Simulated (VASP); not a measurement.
# HfCl4 in VASP: single point with PBE+D3(BJ)

Aim: the single point of HfCl4 with PBE+D3(BJ).

Program: VASP 6.6.1. These are calculated values, not measurements. Logs are shortened: lines on timing, memory, paths and dates and some standing lists are left out, and cuts for length are marked.

### 1 The cell of the first run

The cell holds a molecule in a box, 5 atoms: a = 6.319 Å, b = 6.319 Å, c = 25.832 Å, α = 90.00°, β = 90.00°, γ = 90.00°.

### 2 Single point, PBE+D3(BJ)

Input file INCAR:

```
ALGO = Normal
DIPOL = 0.5 0.5 0.588
EDIFF = 1E-6
ENCUT = 400
GGA = PE
GGA_COMPAT = False
IDIPOL = 3
ISIF = 2
ISMEAR = 0
IVDW = 12
LASPH = True
LCHARG = False
LDIPOL = True
LREAL = False
LWAVE = False
NBANDS = 27
NELM = 120
NELMDL = -8
PREC = Accurate
SIGMA = 0.1
```

Input file KPOINTS:

```
k-points
0
Gamma
  3 3 1
```

Input file POSCAR:

```
HfCl4
1.0
    6.3187499359      0.0000000000      0.0000000000
    0.0000000000      6.3187499359      0.0000000000
    0.0000000000      0.0000000000     25.8323624520
Hf Cl
1 4
Direct
   -0.2402292117     -0.2516443422      0.5670275104
   -0.0229407199     -0.2506332509      0.6407591878
   -0.5311419706     -0.5056038678      0.5832354439
   -0.0227565894      0.2506321756      0.5679986566
   -0.5319712015      0.0018183059      0.5830824997
```

Potentials or basis: VASP PAW PBE potentials, release 64 (Hf_pv, Cl).

Command:

```bash
$ cat potpaw_PBE.64/Hf_pv/POTCAR potpaw_PBE.64/Cl/POTCAR > POTCAR
$ mpirun -np 1 vasp_std > vasp.out
```

OUTCAR:

```text
EDIFF = 1E-6
   ENCUT = 400
   GGA = PE
   ISIF = 2
   ISMEAR = 0
   IVDW = 12
   LASPH = True
   LREAL = False
   NELM = 120
   NELMDL = -8
   PREC = Accurate
 IVDW          = 12

 ion  position               nearest neighbor table
   1  0.760  0.748  0.567-   2 2.35   3 2.48   5 2.48
   2  0.977  0.749  0.641-   1 2.35
   3  0.469  0.494  0.583-   1 2.48
   4  0.977  0.251  0.568-
   5  0.468  0.002  0.583-   1 2.48

  LATTYP: Found a simple tetragonal cell.
 ALAT       =     6.3187499359
 C/A-ratio  =     4.0882077490

  Lattice vectors:

 A1 = (   6.3187499359,   0.0000000000,   0.0000000000)
 A2 = (   0.0000000000,   6.3187499359,   0.0000000000)
 A3 = (   0.0000000000,   0.0000000000,  25.8323624520)

Analysis of symmetry for initial positions (statically):
=====================================================================
 Subroutine PRICEL returns:
 Original cell was already a primitive cell.

 Routine SETGRP: Setting up the symmetry group for a
 simple tetragonal supercell.

 Subroutine GETGRP returns: Found  1 space group operations
 (whereof  1 operations were pure point group operations)
 out of a pool of 16 trial point group operations.

The static configuration has the point symmetry C_1 .

Analysis of symmetry for dynamics (positions and initial velocities):
=====================================================================
 Subroutine PRICEL returns:
 Original cell was already a primitive cell.

 Routine SETGRP: Setting up the symmetry group for a
 simple tetragonal supercell.

 Subroutine GETGRP returns: Found  1 space group operations
 (whereof  1 operations were pure point group operations)
 out of a pool of 16 trial point group operations.

The dynamic configuration has the point symmetry C_1 .

 Subroutine INISYM returns: Found  1 space group operations
 (whereof  1 operations are pure point group operations),
 and found     1 'primitive' translations

----------------------------------------------------------------------------------------

                                     Primitive cell

  volume of cell :    1031.3984

  direct lattice vectors                    reciprocal lattice vectors
     6.318749936  0.000000000  0.000000000     0.158259151  0.000000000  0.000000000
     0.000000000  6.318749936  0.000000000     0.000000000  0.158259151  0.000000000
     0.000000000  0.000000000 25.832362452     0.000000000  0.000000000  0.038711132

  length of vectors
     6.318749936  6.318749936 25.832362452     0.158259151  0.158259151  0.038711132

  position of ions in fractional coordinates (direct lattice)
     0.759770788  0.748355658  0.567027510
     0.977059280  0.749366749  0.640759188
     0.468858029  0.494396132  0.583235444
     0.977243411  0.250632176  0.567998657
     0.468028799  0.001818306  0.583082500

  ion indices of the primitive-cell ions
   primitive index   ion index
                 1           1
                 2           2
                 3           3
                 4           4
                 5           5

----------------------------------------------------------------------------------------

 KPOINTS: k-points

Automatic generation of k-mesh.
 Grid dimensions read from file:
 generate k-points for:    3    3    1

 Generating k-lattice:

  Cartesian coordinates                     Fractional coordinates (reciprocal lattice)
     0.052753050  0.000000000  0.000000000     0.333333333  0.000000000  0.000000000
     0.000000000  0.052753050  0.000000000     0.000000000  0.333333333  0.000000000
     0.000000000  0.000000000  0.038711132     0.000000000  0.000000000  1.000000000

  Length of vectors
     0.052753050  0.052753050  0.038711132

  Shift w.r.t. Gamma in fractional coordinates (k-lattice)
     0.000000000  0.000000000  0.000000000

 Subroutine IBZKPT returns following result:
 ===========================================

 Found      5 irreducible k-points:

 Following reciprocal coordinates:
            Coordinates               Weight
  0.000000  0.000000  0.000000      1.000000
  0.333333  0.000000  0.000000      2.000000
  0.000000  0.333333  0.000000      2.000000
  0.333333  0.333333  0.000000      2.000000
 -0.333333  0.333333  0.000000      2.000000
   k-points           NKPTS =      5   k-points in BZ     NKDIM =      5   number of bands    NBANDS=     27
   number of dos      NEDOS =    301   number of ions     NIONS =      5
   total plane-waves  NPLWV = 317520
   dimension x,y,z NGX =    42 NGY =   42 NGZ =  180
   dimension x,y,z NGXF=    84 NGYF=   84 NGZF=  360
   ions per type =               1   4
   NGX,Y,Z   is equivalent  to a cutoff of  11.05, 11.05, 11.58 a.u.
   NGXF,Y,Z  is equivalent  to a cutoff of  22.10, 22.10, 23.17 a.u.
 SYSTEM =  unknown system
   PREC   = accura    normal or accurate (medium, high low for compatibility)
   ISTART =      0    job   : 0-new  1-cont  2-samecut
   ICHARG =      2    charge: 1-file 2-atom 10-const
   ISPIN  =      1    spin polarized calculation?
   LNONCOLLINEAR =      F non collinear calculations
   LSORBIT =      F    spin-orbit coupling
   LASPH  =      T    aspherical Exc in radial PAW
   ENCUT  =  400.0 eV  29.40 Ry    5.42 a.u.  10.30 10.30 42.13*2*pi/ulx,y,z
   NELM   =    120;   NELMIN=  2; NELMDL= -8     # of ELM steps
   EDIFF  = 0.1E-05   stopping-criterion for ELM
   LREAL  =      F    real-space projection
   EDIFFG = 0.1E-04   stopping-criterion for IOM
   NSW    =      0    number of steps for IOM
   IBRION =     -1    ionic relax: 0-MD 1-quasi-New 2-CG
   NFREE  =      0    steps in history (QN), initial steepest desc. (CG)
   ISIF   =      2    stress and relaxation
   ISYM   =      2    0-nonsym 1-usesym 2-fastsym
   POTIM  = 0.5000    time-step for ionic-motion
   TEBEG  =    0.0;   TEEND  =   0.0 temperature during run
   PSTRESS=    0.0 pullay stress
   NELECT =      38.0000    total number of electrons
   NUPDOWN=      -1.0000    fix difference up-down
   EMIN   =  10.00;   EMAX   =-10.00  energy-range for DOS
   EFERMI =   0.00;   METHOD = LEGACY
   ISMEAR =     0;   SIGMA  =   0.10  broadening in eV -4-tet -1-fermi 0-gaus
   EFERMI_NEDOS =   21; number of points for ismear=-14 and -15
   IALGO  =     38    algorithm
   IMIX   =      4    mixing-type and parameters
     AMIX     =   0.40;   BMIX     =  1.00
     AMIX_MAG =   1.60;   BMIX_MAG =  1.00
  volume/ion in A,a.u.               =     206.28      1392.04
  Fermi-wavevector in a.u.,A,eV,Ry     =   0.544746  1.029420  4.037501  0.296748
  Thomas-Fermi vector in A             =   1.573805
   LORBIT       =      0    0 simple, 1 ext, 2 COOP (PROOUT), +10 PAW based schemes
   GGA     = PE    functional components
   LHFCALC =     F    Hartree Fock is set to
   AEXX    =    0.0000 exact exchange contribution
   IVDW    =    12    specifies the selected vdW correction
   LEPSILON=     F    determine dielectric tensor
   LRPA    =     F    only Hartree local field effects (RPA)
 non-spin polarized calculation
 Gauss-broadening in eV      SIGMA  =   0.10
  energy-cutoff  :      400.00
  volume of cell :     1031.40
 maximum number of plane-waves:     18777
 NGX is ok and might be reduce to    42
   NGX = 21   NGY = 21   NGZ = 85

 dipolmoment           0.000000      0.000000     -0.000002 electrons x Angstroem

 number of electron      38.0000004 magnetization

 dipolmoment           0.000000      0.000000      0.385417 electrons x Angstroem

 Free energy of the ion-electron system (eV)
  ---------------------------------------------------
  ext. energy  EPLUGINS =         0.00000000
  ---------------------------------------------------
  free energy    TOTEN  =       -22.13574283 eV

  energy without entropy =      -22.13574283  energy(sigma->0) =      -22.13574283

 E-fermi :  -4.5297     XC(G=0):  -1.5724

 val. band max:       -5.0677414008   @ k =   0.0000   0.0000   0.0000
 cond. band min:      -3.8489545499   @ k =   0.0000   0.0000   0.0000
 fundamental gap:      1.2187868509
 Fermi energy:        -4.5297472671

 k-point     1 :       0.0000    0.0000    0.0000
  band No.  band energies     occupation
      1     -37.5502      2.00000
      2     -37.2448      2.00000
      3     -37.2206      2.00000
      4     -19.5390      2.00000
      5     -19.0929      2.00000
      6     -18.5936      2.00000
[... 19 lines left out ...]
     26      -0.0170      0.00000
     27       0.5059      0.00000

 k-point     2 :       0.3333    0.0000    0.0000
  band No.  band energies     occupation
      1     -37.5502      2.00000
      2     -37.2448      2.00000
      3     -37.2206      2.00000
      4     -19.5200      2.00000
      5     -19.1043      2.00000
      6     -18.5941      2.00000
[... 19 lines left out ...]
     26       0.3131      0.00000
     27       0.8166      0.00000

 k-point     3 :       0.0000    0.3333    0.0000
  band No.  band energies     occupation
      1     -37.5502      2.00000
      2     -37.2449      2.00000
      3     -37.2206      2.00000
      4     -19.5284      2.00000
      5     -18.9828      2.00000
      6     -18.7325      2.00000
[... 19 lines left out ...]
     26       0.3430      0.00000
     27       0.8419      0.00000

 k-point     4 :       0.3333    0.3333    0.0000
  band No.  band energies     occupation
      1     -37.5502      2.00000
      2     -37.2449      2.00000
      3     -37.2206      2.00000
      4     -19.5150      2.00000
      5     -18.9884      2.00000
      6     -18.7334      2.00000
[... 19 lines left out ...]
     26       0.6647      0.00000
     27       1.1958      0.00000

 k-point     5 :      -0.3333    0.3333    0.0000
  band No.  band energies     occupation
      1     -37.5502      2.00000
      2     -37.2449      2.00000
      3     -37.2206      2.00000
      4     -19.5150      2.00000
      5     -18.9882      2.00000
      6     -18.7335      2.00000
[... 19 lines left out ...]
     26       0.6645      0.00000
     27       1.1955      0.00000

------------------------ aborting loop because EDIFF is reached ----------------------------------------

 vacuum level on the upper side and lower side of the slab       (xc-potential included)         0.849        -0.859

 Edisp (eV)   -0.43967

 E8    (eV) :    -0.1843

  FORCE on cell =-STRESS in cart. coord.  units (eV):
  Direction    XX          YY          ZZ          XY          YZ          ZX
  --------------------------------------------------------------------------------------
  -------------------------------------------------------------------------------------
  Total      -8.68523    -8.59453    -2.94775     0.04282     0.02101    -0.53499
  in kB     -13.49167   -13.35076    -4.57905     0.06651     0.03264    -0.83106
  external pressure =      -10.47 kB  Pullay stress =        0.00 kB

 VOLUME and BASIS-vectors are now :
 -----------------------------------------------------------------------------
  energy-cutoff  :      400.00
  volume of cell :     1031.40
      direct lattice vectors                 reciprocal lattice vectors
     6.318749936  0.000000000  0.000000000     0.158259151  0.000000000  0.000000000
     0.000000000  6.318749936  0.000000000     0.000000000  0.158259151  0.000000000
     0.000000000  0.000000000 25.832362452     0.000000000  0.000000000  0.038711132

 POSITION                                       TOTAL-FORCE (eV/Angst)
 -----------------------------------------------------------------------------------
      4.80080      4.72867     14.64766        -2.162238     -0.058144      3.096564
      6.17379      4.73506     16.55232        -1.090102      0.004159     -1.255231
      2.96260      3.12397     15.06635         1.859394      1.356738     -0.587033
      6.17496      1.58368     14.67275        -0.477555      0.037445     -0.659325
      2.95736      0.01149     15.06240         1.870501     -1.340198     -0.594974
 -----------------------------------------------------------------------------------
    total drift:                                0.000086      0.000164     -0.000689

  FREE ENERGIE OF THE ION-ELECTRON SYSTEM (eV)
  ---------------------------------------------------
  free  energy   TOTEN  =       -22.5754135517 eV

  energy  without entropy=      -22.5754135517  energy(sigma->0) =      -22.57541355

 vacuum level on the upper side and lower side of the slab         1.724        -0.024
```

Run time: 6.8 min. Hardware: 1 thread of Intel Xeon 8259CL, shared host; peak memory 0.67 GiB.

Results:

| Property | Result |
| --- | --- |
| Free energy | -22.5754 eV |
| Largest force | 3.777 eV/Å |
| Gap between the frontier levels | 1.22 eV, direct |
| Dispersion energy per atom | -0.088 eV |

Forces in eV/Å, atoms in the order of the input:
```
Hf  -2.162 -0.058  3.097
Cl  -1.090  0.004 -1.255
Cl   1.859  1.357 -0.587
Cl  -0.478  0.037 -0.659
Cl   1.871 -1.340 -0.595
```

Levels at points of the mesh, in eV from the valence-band top:
```
           k point  band 16  band 17  band 18  band 19  band 20  band 21  band 22  band 23
(0.00, 0.00, 0.00)    -0.85    -0.38    -0.24     0.00     1.22     2.01     2.19     2.56
```

Caveat: spin-orbit coupling is left out, which moves the levels of the heavy elements.
